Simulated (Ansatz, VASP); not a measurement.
ZnS in VASP and in Ansatz

```xyz
4
Lattice="3.8110 0.0000 0.0429 -1.9055 3.3004 -0.0214 0.0701 0.0000 6.2340" Properties=species:S:1:pos:R:3 pbc="T T T"
Zn    0.0000    2.2003    0.0000
Zn    1.9406    1.1001    3.1384
S     0.0270    2.2003    2.4001
S     1.9676    1.1001    5.5385
```

Change from the starting cell: strain +0.0225 x Voigt [0, 0, 0, 0, 1, 0], atoms carried along.

Alike in both runs: task single point; functional r2SCAN; k mesh 6 × 6 × 4; occupations gaussian, width 0.05 eV; no spin polarisation.

```csv
,VASP,Ansatz
version,VASP 6.6.1,Ansatz 0.2.0
potentials or method,"VASP PAW PBE potentials, release 64 (Zn, S), cutoff 520 eV","scalar-relativistic, plane waves, PAW"
valence electrons in the cell,36,36
```

|  | VASP | Ansatz | Ansatz less VASP |
| --- | --- | --- | --- |
| gap on the k mesh at the Fermi level (eV) | 2.78 | 2.78 | -0.009 |
| least direct gap on the mesh (eV) | 2.78 | 2.78 | -0.009 |
| pressure (GPa) | 0.2 | 0.1 | -0.07 |
| traceless stress, the component that is largest in VASP (GPa) | -1.30 | -1.29 | +0.012 |
| rms of the force components (eV/Å) | 0.191 | 0.190 | -0.0007 |

VASP's potentials were made for PBE, not for r2SCAN. Atom by atom the forces differ by 0.001 eV/Å (rms over components).
